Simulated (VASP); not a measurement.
# PbF2 in VASP: further runs

Runs on PbF2. Level: r2SCAN. Tasks: single point.

All numbers are computed with VASP 6.6.1; they aren't measurements. Logs are shortened: lines on timing, memory, paths and dates and some standing lists are left out, and cuts for length are marked.

### Step 1. The cell of the first run

It takes space group Fm-3m (No. 225, cubic). Conventional cell: a = 6.118 Å, b = 6.118 Å, c = 6.118 Å, α = 90.00°, β = 90.00°, γ = 90.00°. Pb (site symmetry m-3m) has 8 F at 2.65 Å within 3.5 Å. F (site symmetry -43m) has 4 Pb at 2.65 Å and 6 F at 3.06 Å within 3.5 Å.

### Step 2. Single point, r2SCAN (strain +0.030 along x and y, +0.030 along z)

POSCAR

```
PbF2
1.0
    0.0000000000      3.0589455000      3.0589455000
    3.0589455000      0.0000000000      3.0589455000
    3.0589455000      3.0589455000      0.0000000000
Pb F
1 2
Direct
    0.0000000000      0.0000000000      0.0000000000
    0.2500000000      0.2500000000      0.2500000000
    0.7500000000      0.7500000000      0.7500000000
```

INCAR.step1

```
PREC     = Accurate       # precision mode
ENCUT    = 520            # plane-wave cutoff, eV
ISMEAR   = 0              # smearing method
SIGMA    = 0.05           # smearing width, eV
LREAL    = False          # projectors in reciprocal space
LASPH    = True           # aspherical terms in the spheres
NELM     = 100            # most SCF steps
NBANDS   = 21             # bands
GGA      = PE             # functional
ALGO     = Normal         # electronic algorithm
EDIFF    = 1E-4           # SCF threshold, eV
LWAVE    = True           # write WAVECAR
LCHARG   = False          # write CHGCAR
```

INCAR.step2

```
PREC     = Accurate       # precision mode
ENCUT    = 520            # plane-wave cutoff, eV
EDIFF    = 1E-6           # SCF threshold, eV
ISMEAR   = 0              # smearing method
SIGMA    = 0.05           # smearing width, eV
LREAL    = False          # projectors in reciprocal space
LASPH    = True           # aspherical terms in the spheres
NELM     = 100            # most SCF steps
ALGO     = Normal         # electronic algorithm
ISIF     = 2              # what is computed and relaxed
LWAVE    = False          # write WAVECAR
LCHARG   = False          # write CHGCAR
METAGGA  = R2SCAN         # meta-GGA
LMIXTAU  = True         
NBANDS   = 21             # bands
ISTART   = 1
```

KPOINTS

```
Automatic mesh
0
Gamma
  8 8 8
```

Potentials or basis: VASP PAW PBE potentials, release 64 (Pb_d, F).

On the command line:

```
$ cat potpaw_PBE.64/Pb_d/POTCAR potpaw_PBE.64/F/POTCAR > POTCAR
$ cp INCAR.step1 INCAR
$ mpirun -np 1 vasp_std > vasp.out
$ cp INCAR.step2 INCAR
$ mpirun -np 1 vasp_std > vasp.out
```

OUTCAR:

```text
PREC = Accurate
   ENCUT = 520
   EDIFF = 1E-6
   ISMEAR = 0
   LREAL = False
   LASPH = True
   NELM = 100
   ISIF = 2
   METAGGA = R2SCAN
   ISTART = 1

 ion  position               nearest neighbor table
   1  0.000  0.000  0.000-   3 2.65   3 2.65   3 2.65   2 2.65   3 2.65   2 2.65   2 2.65   2 2.65

   2  0.250  0.250  0.250-   1 2.65   1 2.65   1 2.65   1 2.65
   3  0.750  0.750  0.750-   1 2.65   1 2.65   1 2.65   1 2.65

  LATTYP: Found a face centered cubic cell.
 ALAT       =     6.1178910000

  Lattice vectors:

 A1 = (   0.0000000000,   3.0589455000,   3.0589455000)
 A2 = (   3.0589455000,   0.0000000000,   3.0589455000)
 A3 = (   3.0589455000,   3.0589455000,   0.0000000000)

Analysis of symmetry for initial positions (statically):
=====================================================================
 Subroutine PRICEL returns:
 Original cell was already a primitive cell.

 Routine SETGRP: Setting up the symmetry group for a
 face centered cubic supercell.

 Subroutine GETGRP returns: Found 48 space group operations
[... 9 lines left out ...]

 Routine SETGRP: Setting up the symmetry group for a
 face centered cubic supercell.

 Subroutine GETGRP returns: Found 48 space group operations
[... 11 lines left out ...]
                                     Primitive cell

  volume of cell :      57.2460

  direct lattice vectors                    reciprocal lattice vectors
     0.000000000  3.058945500  3.058945500    -0.163455021  0.163455021  0.163455021
     3.058945500  0.000000000  3.058945500     0.163455021 -0.163455021  0.163455021
     3.058945500  3.058945500  0.000000000     0.163455021  0.163455021 -0.163455021

  length of vectors
     4.326002213  4.326002213  4.326002213     0.283112401  0.283112401  0.283112401

  position of ions in fractional coordinates (direct lattice)
     0.000000000  0.000000000  0.000000000
     0.250000000  0.250000000  0.250000000
     0.750000000  0.750000000  0.750000000

  ion indices of the primitive-cell ions
   primitive index   ion index
                 1           1
                 2           2
                 3           3

----------------------------------------------------------------------------------------

 KPOINTS: Automatic mesh

Automatic generation of k-mesh.
 Grid dimensions read from file:
 generate k-points for:    8    8    8

 Generating k-lattice:

  Cartesian coordinates                     Fractional coordinates (reciprocal lattice)
    -0.020431878  0.020431878  0.020431878     0.125000000  0.000000000  0.000000000
     0.020431878 -0.020431878  0.020431878     0.000000000  0.125000000  0.000000000
     0.020431878  0.020431878 -0.020431878     0.000000000  0.000000000  0.125000000

  Length of vectors
     0.035389050  0.035389050  0.035389050

  Shift w.r.t. Gamma in fractional coordinates (k-lattice)
     0.000000000  0.000000000  0.000000000

 Subroutine IBZKPT returns following result:
 ===========================================

 Found     29 irreducible k-points:

 Following reciprocal coordinates:
            Coordinates               Weight
  0.000000  0.000000  0.000000      1.000000
  0.125000  0.000000  0.000000      8.000000
  0.250000  0.000000  0.000000      8.000000
  0.375000  0.000000  0.000000      8.000000
  0.500000  0.000000  0.000000      4.000000
  0.125000  0.125000  0.000000      6.000000
[... 16 lines left out ...]
  0.500000  0.250000  0.125000     48.000000
 -0.375000  0.250000  0.125000     24.000000
 [... further k-points ...]
   k-points           NKPTS =     29   k-points in BZ     NKDIM =     29   number of bands    NBANDS=     21
   number of dos      NEDOS =    301   number of ions     NIONS =      3
   total plane-waves  NPLWV =  32768
   dimension x,y,z NGX =    32 NGY =   32 NGZ =   32
   dimension x,y,z NGXF=    64 NGYF=   64 NGZF=   64
   ions per type =               1   2
   NGX,Y,Z   is equivalent  to a cutoff of  12.30, 12.30, 12.30 a.u.
   NGXF,Y,Z  is equivalent  to a cutoff of  24.59, 24.59, 24.59 a.u.
 SYSTEM =  unknown system
   PREC   = accura    normal or accurate (medium, high low for compatibility)
   ISTART =      1    job   : 0-new  1-cont  2-samecut
   ICHARG =      0    charge: 1-file 2-atom 10-const
   ISPIN  =      1    spin polarized calculation?
   LNONCOLLINEAR =      F non collinear calculations
   LSORBIT =      F    spin-orbit coupling
   LASPH  =      T    aspherical Exc in radial PAW
   ENCUT  =  520.0 eV  38.22 Ry    6.18 a.u.   8.04  8.04  8.04*2*pi/ulx,y,z
   NELM   =    100;   NELMIN=  2; NELMDL=  0     # of ELM steps
   EDIFF  = 0.1E-05   stopping-criterion for ELM
   LREAL  =      F    real-space projection
   EDIFFG = 0.1E-04   stopping-criterion for IOM
   NSW    =      0    number of steps for IOM
   IBRION =     -1    ionic relax: 0-MD 1-quasi-New 2-CG
   NFREE  =      0    steps in history (QN), initial steepest desc. (CG)
   ISIF   =      2    stress and relaxation
   ISYM   =      2    0-nonsym 1-usesym 2-fastsym
   POTIM  = 0.5000    time-step for ionic-motion
   TEBEG  =    0.0;   TEEND  =   0.0 temperature during run
   PSTRESS=    0.0 pullay stress
   NELECT =      28.0000    total number of electrons
   NUPDOWN=      -1.0000    fix difference up-down
   EMIN   =  10.00;   EMAX   =-10.00  energy-range for DOS
   EFERMI =   0.00;   METHOD = LEGACY
   ISMEAR =     0;   SIGMA  =   0.05  broadening in eV -4-tet -1-fermi 0-gaus
   EFERMI_NEDOS =   21; number of points for ismear=-14 and -15
   IALGO  =     38    algorithm
   IMIX   =      4    mixing-type and parameters
     AMIX     =   0.40;   BMIX     =  1.00
     AMIX_MAG =   1.60;   BMIX_MAG =  1.00
  volume/ion in A,a.u.               =      19.08       128.77
  Fermi-wavevector in a.u.,A,eV,Ry     =   1.289869  2.437500 22.636874  1.663763
  Thomas-Fermi vector in A             =   2.421736
   LORBIT       =      0    0 simple, 1 ext, 2 COOP (PROOUT), +10 PAW based schemes
   METAGGA = R2SCAN    functional components
   LHFCALC =     F    Hartree Fock is set to
   AEXX    =    0.0000 exact exchange contribution
   IVDW    =     0    specifies the selected vdW correction
   LEPSILON=     F    determine dielectric tensor
   LRPA    =     F    only Hartree local field effects (RPA)
 non-spin polarized calculation
 Gauss-broadening in eV      SIGMA  =   0.05
  energy-cutoff  :      520.00
  volume of cell :       57.25
 maximum number of plane-waves:      1572
   NGX = 17   NGY = 17   NGZ = 17

 number of electron      27.9999997 magnetization

 Free energy of the ion-electron system (eV)
  ---------------------------------------------------
  ext. energy  EPLUGINS =         0.00000000
  ---------------------------------------------------
  free energy    TOTEN  =       -70.05794881 eV

  energy without entropy =      -70.05794881  energy(sigma->0) =      -70.05794881

 E-fermi :   0.6876     XC(G=0):  -9.5083

 val. band max:        0.3946668412   @ k =   0.5000   0.0000   0.0000
 cond. band min:       5.3245003656   @ k =   0.5000   0.5000   0.0000
 fundamental gap:      4.9298335244
 Fermi energy:         0.6875957129

 k-point     1 :       0.0000    0.0000    0.0000
  band No.  band energies     occupation
      1     -21.2448      2.00000
      2     -20.7973      2.00000
      3     -14.3987      2.00000
      4     -14.3987      2.00000
      5     -14.3987      2.00000
      6     -14.3814      2.00000
[... 13 lines left out ...]
     20      16.0740      0.00000
     21      18.2404      0.00000

 k-point     2 :       0.1250    0.0000    0.0000
  band No.  band energies     occupation
      1     -21.2237      2.00000
      2     -20.8175      2.00000
      3     -14.3952      2.00000
      4     -14.3952      2.00000
      5     -14.3809      2.00000
      6     -14.3809      2.00000
[... 13 lines left out ...]
     20      15.6047      0.00000
     21      17.5109      0.00000

 k-point     3 :       0.2500    0.0000    0.0000
  band No.  band energies     occupation
      1     -21.1677      2.00000
      2     -20.8673      2.00000
      3     -14.3940      2.00000
      4     -14.3940      2.00000
      5     -14.3722      2.00000
      6     -14.3722      2.00000
[... 13 lines left out ...]
     20      14.9952      0.00000
     21      16.2490      0.00000

 k-point     4 :       0.3750    0.0000    0.0000
  band No.  band energies     occupation
      1     -21.0936      2.00000
      2     -20.9337      2.00000
      3     -14.3972      2.00000
      4     -14.3972      2.00000
      5     -14.3590      2.00000
      6     -14.3590      2.00000
[... 13 lines left out ...]
     20      14.6421      0.00000
     21      15.1921      0.00000

 k-point     5 :       0.5000    0.0000    0.0000
  band No.  band energies     occupation
      1     -21.0346      2.00000
      2     -20.9899      2.00000
      3     -14.3988      2.00000
      4     -14.3988      2.00000
      5     -14.3533      2.00000
      6     -14.3533      2.00000
[... 13 lines left out ...]
     20      14.5359      0.00000
     21      14.7661      0.00000

 k-point     6 :       0.1250    0.1250    0.0000
  band No.  band energies     occupation
      1     -21.2171      2.00000
      2     -20.8230      2.00000
      3     -14.3907      2.00000
      4     -14.3907      2.00000
      5     -14.3844      2.00000
      6     -14.3791      2.00000
[... 13 lines left out ...]
     20      16.2383      0.00000
     21      17.6555      0.00000

 k-point     7 :       0.2500    0.1250    0.0000
  band No.  band energies     occupation
      1     -21.1742      2.00000
      2     -20.8609      2.00000
      3     -14.3899      2.00000
      4     -14.3870      2.00000
      5     -14.3781      2.00000
      6     -14.3713      2.00000
[... 13 lines left out ...]
     20      15.8891      0.00000
     21      17.1304      0.00000
[... 291 lines left out ...]
      1     -21.0236      2.00000
      2     -20.9909      2.00000
      3     -14.3963      2.00000
      4     -14.3726      2.00000
      5     -14.3502      2.00000
      6     -14.3163      2.00000
[... 13 lines left out ...]
     20      16.2092      0.00000
     21      17.5004      0.00000

 k-point    21 :       0.5000    0.5000    0.0000
  band No.  band energies     occupation
      1     -21.0511      2.00000
      2     -20.9624      2.00000
      3     -14.4034      2.00000
      4     -14.3655      2.00000
      5     -14.3428      2.00000
      6     -14.3428      2.00000
[... 13 lines left out ...]
     20      17.9985      0.00000
     21      18.0788      0.00000

 k-point    22 :       0.3750    0.2500    0.1250
  band No.  band energies     occupation
      1     -21.1288      2.00000
      2     -20.9005      2.00000
      3     -14.3912      2.00000
      4     -14.3810      2.00000
      5     -14.3737      2.00000
      6     -14.3544      2.00000
[... 13 lines left out ...]
     20      15.7018      0.00000
     21      16.9049      0.00000

 k-point    23 :       0.5000    0.2500    0.1250
  band No.  band energies     occupation
      1     -21.0701      2.00000
      2     -20.9519      2.00000
      3     -14.3924      2.00000
      4     -14.3829      2.00000
      5     -14.3602      2.00000
      6     -14.3367      2.00000
[... 13 lines left out ...]
     20      16.3277      0.00000
     21      17.1058      0.00000

 k-point    24 :      -0.3750    0.2500    0.1250
  band No.  band energies     occupation
      1     -21.0206      2.00000
      2     -20.9982      2.00000
      3     -14.3926      2.00000
      4     -14.3845      2.00000
      5     -14.3531      2.00000
      6     -14.3302      2.00000
[... 13 lines left out ...]
     20      16.5574      0.00000
     21      17.1395      0.00000

 [... further k-points ...]
[... 5 lines left out ...]
  --------------------------------------------------------------------------------------
  -------------------------------------------------------------------------------------
  Total       -2.1892728     -2.1892728     -2.1892728     -0.0000000     -0.0000000      0.0000000
  in kB      -61.2724494    -61.2724494    -61.2724494     -0.0000000     -0.0000000      0.0000000
  external PRESSURE =     -61.2724494 kB  Pullay stress =       0.0000000 kB

 VOLUME and BASIS-vectors are now :
 -----------------------------------------------------------------------------
  energy-cutoff  :      520.00
  volume of cell :       57.25
      direct lattice vectors                 reciprocal lattice vectors
     0.000000000  3.058945500  3.058945500    -0.163455021  0.163455021  0.163455021
     3.058945500  0.000000000  3.058945500     0.163455021 -0.163455021  0.163455021
     3.058945500  3.058945500  0.000000000     0.163455021  0.163455021 -0.163455021

 POSITION                                       TOTAL-FORCE (eV/Angst)
 -----------------------------------------------------------------------------------
      0.00000      0.00000      0.00000         0.000000      0.000000      0.000000
      1.52947      1.52947      1.52947         0.000000      0.000000      0.000000
      4.58842      4.58842      4.58842        -0.000000     -0.000000     -0.000000
 -----------------------------------------------------------------------------------
    total drift:                                0.000000     -0.000000      0.000000

  FREE ENERGIE OF THE ION-ELECTRON SYSTEM (eV)
  ---------------------------------------------------
  free  energy   TOTEN  =       -70.0579488070 eV

  energy  without entropy=      -70.0579488070  energy(sigma->0) =      -70.05794881
```

Run time: 41 s. Hardware: 1 thread of Intel Xeon 6975P-C (Granite Rapids), shared host; peak memory 0.2 GiB.

Results:

```
Free energy            : -70.0579 eV
Pressure               : -6.1 GPa
Band gap on the k mesh : 4.93 eV, indirect (least direct gap 5.07 eV)
```

Caveat: the cell differs from its parent crystal (strain +0.030 along x and y, +0.030 along z); the PAW data sets were made with another functional, which shifts forces and pressure a little; spin-orbit coupling is left out, which moves the levels of the heavy elements. A k mesh can miss the band edges.

### Step 3. Single point, r2SCAN (strain -0.030 along x and y, -0.015 along z)

POSCAR

```
PbF2
1.0
    0.0000000000      2.8807545000      2.9253022500
    2.8807545000      0.0000000000      2.9253022500
    2.8807545000      2.8807545000      0.0000000000
Pb F
1 2
Direct
    0.0000000000      0.0000000000      0.0000000000
    0.2500000000      0.2500000000      0.2500000000
    0.7500000000      0.7500000000      0.7500000000
```

INCAR.step1

```
SYSTEM = PbF2
PREC = Accurate ; ENCUT = 520
ISMEAR = 0 ; SIGMA = 0.05
LREAL = .FALSE. ; LASPH = .TRUE.
NELM = 80 ; NBANDS = 21
GGA = PE ; ALGO = Normal
EDIFF = 1E-4 ; LWAVE = .TRUE.
LCHARG = .FALSE.
```

INCAR.step2

```
SYSTEM = PbF2
PREC = Accurate ; ENCUT = 520
EDIFF = 1E-6 ; ISMEAR = 0
SIGMA = 0.05 ; LREAL = .FALSE.
LASPH = .TRUE. ; NELM = 80
ALGO = Normal ; ISIF = 2
LWAVE = .FALSE. ; LCHARG = .FALSE.
METAGGA = R2SCAN ; LMIXTAU = .TRUE.
NBANDS = 21 ; ISTART = 1
```

KPOINTS

```
Automatic mesh
0
G
  8 8 8
  0 0 0
```

Potentials or basis: VASP PAW PBE potentials, release 64 (Pb_d, F).

On the command line:

```
$ cat potpaw_PBE.64/Pb_d/POTCAR potpaw_PBE.64/F/POTCAR > POTCAR
$ cp INCAR.step1 INCAR
$ mpirun -np 1 vasp_std > vasp.out
$ cp INCAR.step2 INCAR
$ mpirun -np 1 vasp_std > vasp.out
```

OUTCAR:

```text
SYSTEM = PbF2
   PREC = Accurate
   ENCUT = 520
   EDIFF = 1E-6
   ISMEAR = 0
   LREAL = .FALSE.
   LASPH = .TRUE.
   NELM = 80
   ISIF = 2
   METAGGA = R2SCAN
   ISTART = 1

 ion  position               nearest neighbor table
   1  0.000  0.000  0.000-   3 2.51   2 2.51   3 2.51   2 2.51   3 2.51   3 2.51   2 2.51   2 2.51

   2  0.250  0.250  0.250-   1 2.51   1 2.51   1 2.51   1 2.51
   3  0.750  0.750  0.750-   1 2.51   1 2.51   1 2.51   1 2.51

  LATTYP: Found a body centered tetragonal cell.
 ALAT       =     4.0740020838
 C/A-ratio  =     1.4360828443

[... 196 lines left out ...]
      6     -12.4792      2.00000
[... 565 lines left out ...]
     20      18.1751      0.00000
     21      19.0441      0.00000

 [... further k-points ...]
[... 5 lines left out ...]
  --------------------------------------------------------------------------------------
  -------------------------------------------------------------------------------------
  Total        1.8969765      1.8969765      1.6659284      0.0000000      0.0000000     -0.0000000
  in kB       62.5978317     62.5978317     54.9735368      0.0000000      0.0000000     -0.0000000
  external PRESSURE =      60.0564001 kB  Pullay stress =       0.0000000 kB

 VOLUME and BASIS-vectors are now :
 -----------------------------------------------------------------------------
  energy-cutoff  :      520.00
  volume of cell :       48.55
      direct lattice vectors                 reciprocal lattice vectors
     0.000000000  2.880754500  2.925302250    -0.173565641  0.173565641  0.170922509
     2.880754500  0.000000000  2.925302250     0.173565641 -0.173565641  0.170922509
     2.880754500  2.880754500  0.000000000     0.173565641  0.173565641 -0.170922509

 POSITION                                       TOTAL-FORCE (eV/Angst)
 -----------------------------------------------------------------------------------
      0.00000      0.00000      0.00000         0.000000     -0.000000      0.000000
      1.44038      1.44038      1.46265        -0.000000     -0.000000      0.000000
      4.32113      4.32113      4.38795         0.000000      0.000000     -0.000000
 -----------------------------------------------------------------------------------
    total drift:                                0.000000     -0.000000      0.000000

  FREE ENERGIE OF THE ION-ELECTRON SYSTEM (eV)
  ---------------------------------------------------
  free  energy   TOTEN  =       -70.0960437635 eV

  energy  without entropy=      -70.0960437635  energy(sigma->0) =      -70.09604376
```

Wall time 81 s (1 thread of Intel Xeon 6975P-C (Granite Rapids), shared host); peak memory 0.21 GiB.

What came out:

| Property | Result |
| --- | --- |
| Free energy | -70.0960 eV |
| Pressure | 6.0 GPa |
| Band gap on the k mesh | 4.86 eV, indirect (least direct gap 5.02 eV) |

Stress tensor (GPa, compression positive):
```
6.26 0.00 0.00
0.00 6.26 0.00
0.00 0.00 5.50
```

Levels at points of the mesh, in eV from the valence-band top:
```csv
k point,band 10,band 11,band 12,band 13,band 14,band 15,band 16,band 17,band 18,band 19
"(0.00, 0.00, 0.00)",-3.19,-3.16,-2.74,-2.62,-2.62,7.29,7.29,7.37,10.79,15.86
"(0.50, 0.00, 0.00)",-3.44,-3.40,-2.84,-2.82,-0.13,5.29,8.41,8.44,13.54,14.35
"(0.50, 0.50, 0.00)",-4.36,-2.26,-2.17,-2.17,-0.11,4.92,8.68,8.68,8.85,15.19
"(0.50, 0.00, 0.50)",-4.37,-2.24,-2.19,-2.16,-0.20,4.86,8.59,8.73,8.85,15.36
```

Caveat: the cell differs from its parent crystal (strain -0.030 along x and y, -0.015 along z); the PAW data sets were made with another functional, which shifts forces and pressure a little; spin-orbit coupling is left out, which moves the levels of the heavy elements. A k mesh can miss the band edges.
